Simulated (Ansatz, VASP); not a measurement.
**Two plane-wave programs on Mo**

```
Mo
1.0
    -1.91274    1.91259    1.32080
     1.91259   -1.91274    1.32080
     3.15151    3.15151   -1.32108
Mo
2
Cartesian
  -1.9126 1.9125 1.3208
  0.6192 2.5321 0.6603
```

Alike in both runs: task single point; functional LDA; k mesh 16 × 16 × 8; occupations fermi-dirac, width 0.1 eV; no spin polarisation.

|  | VASP | Ansatz |
| --- | --- | --- |
| version | VASP 6.6.1 | Ansatz 0.2.0 |
| potentials or method | VASP PAW LDA potentials, release 64 (Mo_sv), cutoff 520 eV | plane waves (420 eV) with PAW, scalar-relativistic |
| valence electrons in the cell | 28 | 28 |

```csv
,VASP,Ansatz,Ansatz less VASP
pressure (GPa),-9.0,-10.0,-1.01
"traceless stress, the component that is largest in VASP (GPa)",-0.33,-0.39,-0.065
```

Ansatz warns that its potentials were made for another functional, while VASP's fit it. LDA's correlation is that of Perdew and Zunger in VASP and of Perdew and Wang (1992) in Ansatz.
